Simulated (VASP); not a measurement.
# CdS (F-43m) in VASP: further runs

CdS is run at these levels: PBE; tasks: single point.

Program: VASP 6.6.1. These are calculated values, not measurements. Logs are shortened: lines on timing, memory, paths and dates and some standing lists are left out, and cuts for length are marked.

## Step 1: The cell of the first run

It takes space group F-43m (No. 216, cubic). The conventional cell has a = 5.846 Å, b = 5.846 Å, c = 5.846 Å, α = 90.00°, β = 90.00°, γ = 90.00°. Cd (site symmetry -43m) has 4 S at 2.53 Å within 3.3 Å. Within 3.3 Å of S (site symmetry -43m) lie 4 Cd at 2.53 Å.

## Step 2: Single point, PBE (volume scaled by 0.98)

The input, INCAR:

```
ALGO = Normal
EDIFF = 1E-6
ENCUT = 520
GGA = PE
ISIF = 2
ISMEAR = -1
LASPH = True
LCHARG = True
LELF = True
LREAL = False
LVHAR = True
LWAVE = False
NBANDS = 16
NELM = 100
PREC = Accurate
SIGMA = 0.02
```

The input, KPOINTS:

```
k-points
0
Gamma
  7 7 7
```

The input, POSCAR:

```
CdS
1.0
    0.0000000000      2.9232015042      2.9232015042
    2.9232015042      0.0000000000      2.9232015042
    2.9232015042      2.9232015042      0.0000000000
Cd S
1 1
Direct
    0.0000000000      0.0000000000      0.0000000000
    0.7500000000      0.7500000000      0.7500000000
```

Potentials or basis: VASP PAW PBE potentials, release 64 (Cd, S).

On the command line:

```sh
$ cat potpaw_PBE.64/Cd/POTCAR potpaw_PBE.64/S/POTCAR > POTCAR
$ mpirun -np 1 vasp_std > vasp.out
```

OUTCAR:

```text
EDIFF = 1E-6
   ENCUT = 520
   GGA = PE
   ISIF = 2
   ISMEAR = -1
   LASPH = True
   LREAL = False
   NELM = 100
   PREC = Accurate

 ion  position               nearest neighbor table
   1  0.000  0.000  0.000-   2 2.53   2 2.53   2 2.53   2 2.53
   2  0.750  0.750  0.750-   1 2.53   1 2.53   1 2.53   1 2.53

  LATTYP: Found a face centered cubic cell.
 ALAT       =     5.8464030084

  Lattice vectors:

 A1 = (   0.0000000000,   2.9232015042,   2.9232015042)
 A2 = (   2.9232015042,   0.0000000000,   2.9232015042)
 A3 = (   2.9232015042,   2.9232015042,   0.0000000000)

Analysis of symmetry for initial positions (statically):
=====================================================================
 Subroutine PRICEL returns:
 Original cell was already a primitive cell.

 Routine SETGRP: Setting up the symmetry group for a
 face centered cubic supercell.

 Subroutine GETGRP returns: Found 24 space group operations
 (whereof 24 operations were pure point group operations)
 out of a pool of 48 trial point group operations.

The static configuration has the point symmetry T_d .

Analysis of symmetry for dynamics (positions and initial velocities):
=====================================================================
 Subroutine PRICEL returns:
 Original cell was already a primitive cell.

 Routine SETGRP: Setting up the symmetry group for a
 face centered cubic supercell.

 Subroutine GETGRP returns: Found 24 space group operations
 (whereof 24 operations were pure point group operations)
 out of a pool of 48 trial point group operations.

The dynamic configuration has the point symmetry T_d .

 Subroutine INISYM returns: Found 24 space group operations
 (whereof 24 operations are pure point group operations),
 and found     1 'primitive' translations

----------------------------------------------------------------------------------------

                                     Primitive cell

  volume of cell :      49.9581

  direct lattice vectors                    reciprocal lattice vectors
     0.000000000  2.923201504  2.923201504    -0.171045342  0.171045342  0.171045342
     2.923201504  0.000000000  2.923201504     0.171045342 -0.171045342  0.171045342
     2.923201504  2.923201504  0.000000000     0.171045342  0.171045342 -0.171045342

  length of vectors
     4.134031213  4.134031213  4.134031213     0.296259222  0.296259222  0.296259222

  position of ions in fractional coordinates (direct lattice)
     0.000000000  0.000000000  0.000000000
     0.750000000  0.750000000  0.750000000

  ion indices of the primitive-cell ions
   primitive index   ion index
                 1           1
                 2           2

----------------------------------------------------------------------------------------

 KPOINTS: k-points

Automatic generation of k-mesh.
 Grid dimensions read from file:
 generate k-points for:    7    7    7

 Generating k-lattice:

  Cartesian coordinates                     Fractional coordinates (reciprocal lattice)
    -0.024435049  0.024435049  0.024435049     0.142857143  0.000000000  0.000000000
     0.024435049 -0.024435049  0.024435049     0.000000000  0.142857143  0.000000000
     0.024435049  0.024435049 -0.024435049     0.000000000  0.000000000  0.142857143

  Length of vectors
     0.042322746  0.042322746  0.042322746

  Shift w.r.t. Gamma in fractional coordinates (k-lattice)
     0.000000000  0.000000000  0.000000000

 Subroutine IBZKPT returns following result:
 ===========================================

 Found     20 irreducible k-points:

 Following reciprocal coordinates:
            Coordinates               Weight
  0.000000  0.000000  0.000000      1.000000
  0.142857  0.000000  0.000000      8.000000
  0.285714  0.000000  0.000000      8.000000
  0.428571  0.000000  0.000000      8.000000
  0.142857  0.142857  0.000000      6.000000
  0.285714  0.142857  0.000000     24.000000
[... 12 lines left out ...]
 -0.428571  0.428571  0.142857     24.000000
 -0.285714  0.428571  0.142857     24.000000
   k-points           NKPTS =     20   k-points in BZ     NKDIM =     20   number of bands    NBANDS=     16
   number of dos      NEDOS =    301   number of ions     NIONS =      2
   total plane-waves  NPLWV =  32768
   dimension x,y,z NGX =    32 NGY =   32 NGZ =   32
   dimension x,y,z NGXF=    64 NGYF=   64 NGZF=   64
   ions per type =               1   1
   NGX,Y,Z   is equivalent  to a cutoff of  12.87, 12.87, 12.87 a.u.
   NGXF,Y,Z  is equivalent  to a cutoff of  25.74, 25.74, 25.74 a.u.
 SYSTEM =  unknown system
   PREC   = accura    normal or accurate (medium, high low for compatibility)
   ISTART =      0    job   : 0-new  1-cont  2-samecut
   ICHARG =      2    charge: 1-file 2-atom 10-const
   ISPIN  =      1    spin polarized calculation?
   LNONCOLLINEAR =      F non collinear calculations
   LSORBIT =      F    spin-orbit coupling
   LASPH  =      T    aspherical Exc in radial PAW
   ENCUT  =  520.0 eV  38.22 Ry    6.18 a.u.   7.69  7.69  7.69*2*pi/ulx,y,z
   NELM   =    100;   NELMIN=  2; NELMDL= -5     # of ELM steps
   EDIFF  = 0.1E-05   stopping-criterion for ELM
   LREAL  =      F    real-space projection
   EDIFFG = 0.1E-04   stopping-criterion for IOM
   NSW    =      0    number of steps for IOM
   IBRION =     -1    ionic relax: 0-MD 1-quasi-New 2-CG
   NFREE  =      0    steps in history (QN), initial steepest desc. (CG)
   ISIF   =      2    stress and relaxation
   ISYM   =      2    0-nonsym 1-usesym 2-fastsym
   POTIM  = 0.5000    time-step for ionic-motion
   TEBEG  =    0.0;   TEEND  =   0.0 temperature during run
   PSTRESS=    0.0 pullay stress
   NELECT =      18.0000    total number of electrons
   NUPDOWN=      -1.0000    fix difference up-down
   EMIN   =  10.00;   EMAX   =-10.00  energy-range for DOS
   EFERMI =   0.00;   METHOD = LEGACY
   ISMEAR =    -1;   SIGMA  =   0.02  broadening in eV -4-tet -1-fermi 0-gaus
   EFERMI_NEDOS =   21; number of points for ismear=-14 and -15
   IALGO  =     38    algorithm
   IMIX   =      4    mixing-type and parameters
     AMIX     =   0.40;   BMIX     =  1.00
     AMIX_MAG =   1.60;   BMIX_MAG =  1.00
  volume/ion in A,a.u.               =      24.98       168.57
  Fermi-wavevector in a.u.,A,eV,Ry     =   1.164922  2.201384 18.463700  1.357044
  Thomas-Fermi vector in A             =   2.301454
   LORBIT       =      0    0 simple, 1 ext, 2 COOP (PROOUT), +10 PAW based schemes
   GGA     = PE    functional components
[... 5 lines left out ...]
 non-spin polarized calculation
  energy-cutoff  :      520.00
  volume of cell :       49.96
 maximum number of plane-waves:      1363
   NGX = 15   NGY = 15   NGZ = 15

 number of electron      18.0000005 magnetization

 Free energy of the ion-electron system (eV)
  ---------------------------------------------------
  ext. energy  EPLUGINS =         0.00000000
  ---------------------------------------------------
  free energy    TOTEN  =        -6.12716857 eV

  energy without entropy =       -6.12716857  energy(sigma->0) =       -6.12716857

 E-fermi :   1.7022     XC(G=0):  -9.1172

 val. band max:        1.2560546207   @ k =   0.0000   0.0000   0.0000
 cond. band min:       2.3903777772   @ k =   0.0000   0.0000   0.0000
 fundamental gap:      1.1343231566
 Fermi energy:         1.7021939966

 k-point     1 :       0.0000    0.0000    0.0000
  band No.  band energies     occupation
      1     -11.0715      2.00000
      2      -6.4478      2.00000
      3      -6.4478      2.00000
      4      -6.4478      2.00000
      5      -5.9773      2.00000
      6      -5.9773      2.00000
[... 8 lines left out ...]
     15      12.7260      0.00000
     16      12.7260      0.00000

 k-point     2 :       0.1429    0.0000    0.0000
  band No.  band energies     occupation
      1     -10.9929      2.00000
      2      -6.4195      2.00000
      3      -6.4195      2.00000
      4      -6.3767      2.00000
      5      -5.9783      2.00000
      6      -5.9783      2.00000
[... 8 lines left out ...]
     15      12.0409      0.00000
     16      13.2028      0.00000

 k-point     3 :       0.2857    0.0000    0.0000
  band No.  band energies     occupation
      1     -10.8151      2.00000
      2      -6.3648      2.00000
      3      -6.3648      2.00000
      4      -6.1172      2.00000
      5      -5.9686      2.00000
      6      -5.9686      2.00000
[... 8 lines left out ...]
     15      12.0348      0.00000
     16      12.4068      0.00000

 k-point     4 :       0.4286    0.0000    0.0000
  band No.  band energies     occupation
      1     -10.6731      2.00000
      2      -6.3331      2.00000
      3      -6.3331      2.00000
      4      -5.9450      2.00000
      5      -5.9450      2.00000
      6      -5.7006      2.00000
[... 8 lines left out ...]
     15      13.3139      0.00000
     16      13.3139      0.00000

 k-point     5 :       0.1429    0.1429    0.0000
  band No.  band energies     occupation
      1     -10.9669      2.00000
      2      -6.3917      2.00000
      3      -6.3917      2.00000
      4      -6.3904      2.00000
      5      -5.9968      2.00000
      6      -5.9613      2.00000
[... 8 lines left out ...]
     15      12.8579      0.00000
     16      14.1877      0.00000

 k-point     6 :       0.2857    0.1429    0.0000
  band No.  band energies     occupation
      1     -10.8227      2.00000
      2      -6.3567      2.00000
      3      -6.3304      2.00000
      4      -6.2111      2.00000
      5      -5.9884      2.00000
      6      -5.9458      2.00000
[... 8 lines left out ...]
     15      12.8466      0.00000
     16      14.0501      0.00000
[... 191 lines left out ...]
 k-point    17 :       0.4286    0.2857    0.1429
  band No.  band energies     occupation
      1     -10.6921      2.00000
      2      -6.2981      2.00000
      3      -6.2773      2.00000
      4      -6.0974      2.00000
      5      -5.9471      2.00000
      6      -5.8469      2.00000
[... 8 lines left out ...]
     15      13.7496      0.00000
     16      15.2331      0.00000

 k-point    18 :      -0.4286    0.2857    0.1429
  band No.  band energies     occupation
      1     -10.5893      2.00000
      2      -6.2746      2.00000
      3      -6.2402      2.00000
      4      -6.0259      2.00000
      5      -5.9480      2.00000
      6      -5.5352      2.00000
[... 8 lines left out ...]
     15      13.5451      0.00000
     16      14.6617      0.00000

 k-point    19 :      -0.4286    0.4286    0.1429
  band No.  band energies     occupation
      1     -10.5452      2.00000
      2      -6.2267      2.00000
      3      -6.1880      2.00000
      4      -6.0755      2.00000
      5      -5.9240      2.00000
      6      -5.4957      2.00000
[... 8 lines left out ...]
     15      14.2553      0.00000
     16      14.5495      0.00000

 k-point    20 :      -0.2857    0.4286    0.1429
  band No.  band energies     occupation
      1     -10.5347      2.00000
      2      -6.2400      2.00000
      3      -6.1924      2.00000
      4      -6.0264      2.00000
      5      -5.9595      2.00000
      6      -5.3839      2.00000
[... 8 lines left out ...]
     15      13.5549      0.00000
     16      15.2270      0.00000

------------------------ aborting loop because EDIFF is reached ----------------------------------------

  FORCE on cell =-STRESS in cart. coord.  units (eV):
  Direction    XX          YY          ZZ          XY          YZ          ZX
  --------------------------------------------------------------------------------------
  -------------------------------------------------------------------------------------
  Total        0.8564518      0.8564518      0.8564518     -0.0000000     -0.0000000      0.0000000
  in kB       27.4667474     27.4667474     27.4667474     -0.0000000     -0.0000000      0.0000000
  external PRESSURE =      27.4667474 kB  Pullay stress =       0.0000000 kB

 VOLUME and BASIS-vectors are now :
 -----------------------------------------------------------------------------
  energy-cutoff  :      520.00
  volume of cell :       49.96
      direct lattice vectors                 reciprocal lattice vectors
     0.000000000  2.923201504  2.923201504    -0.171045342  0.171045342  0.171045342
     2.923201504  0.000000000  2.923201504     0.171045342 -0.171045342  0.171045342
     2.923201504  2.923201504  0.000000000     0.171045342  0.171045342 -0.171045342

 POSITION                                       TOTAL-FORCE (eV/Angst)
 -----------------------------------------------------------------------------------
      0.00000      0.00000      0.00000         0.000000     -0.000000     -0.000000
      4.38480      4.38480      4.38480        -0.000000      0.000000      0.000000
 -----------------------------------------------------------------------------------
    total drift:                                0.000000      0.000000      0.000000

  FREE ENERGIE OF THE ION-ELECTRON SYSTEM (eV)
  ---------------------------------------------------
  free  energy   TOTEN  =        -6.1271685723 eV

  energy  without entropy=       -6.1271685723  energy(sigma->0) =       -6.12716857
```

Wall time 15 s (1 thread of Intel Xeon 6975P-C, shared host); peak memory 0.17 GiB.

What came out:

- Free energy: -6.1272 eV
- Pressure: 2.7 GPa
- Band gap on the k mesh: 1.13 eV, direct

Levels at points of the mesh, in eV from the valence-band top:
```tsv
k point	band 7	band 8	band 9	band 10	band 11	band 12
(0.00, 0.00, 0.00)	0.00	0.00	0.00	1.13	6.55	6.55
```

## Step 3: Single point, PBE (volume scaled by 1.01)

INCAR, as its differences from that of step 2:

```diff
@@ -1,3 +1,3 @@
 ALGO = Normal
-EDIFF = 1E-6
+EDIFF = 1E-7
 ENCUT = 520
@@ -13,3 +13,3 @@
 NBANDS = 16
-NELM = 100
+NELM = 80
 PREC = Accurate
```

KPOINTS is that of step 2.

The input, POSCAR:

```
CdS
1.0
    0.0000000000      2.9527307908      2.9527307908
    2.9527307908      0.0000000000      2.9527307908
    2.9527307908      2.9527307908      0.0000000000
Cd S
1 1
Direct
    0.0000000000      0.0000000000      0.0000000000
    0.7500000000      0.7500000000      0.7500000000
```

Potentials or basis: VASP PAW PBE potentials, release 64 (Cd, S).

On the command line:

```sh
$ cat potpaw_PBE.64/Cd/POTCAR potpaw_PBE.64/S/POTCAR > POTCAR
$ mpirun -np 1 vasp_std > vasp.out
```

Wall time 12 s (1 thread of Intel Xeon 6975P-C, shared host); peak memory 0.18 GiB.

It converged, with:

| Item | Value |
| --- | --- |
| Free energy | -6.1445 eV |
| Pressure | 0.9 GPa |
| Band gap on the k mesh | 1.07 eV, direct |

Levels at points of the mesh, in eV from the valence-band top:
```
           k point  band 7  band 8  band 9  band 10  band 11  band 12
(0.00, 0.00, 0.00)    0.00    0.00    0.00     1.07     6.55     6.55
```

(Part 1 of 2 ends here.)
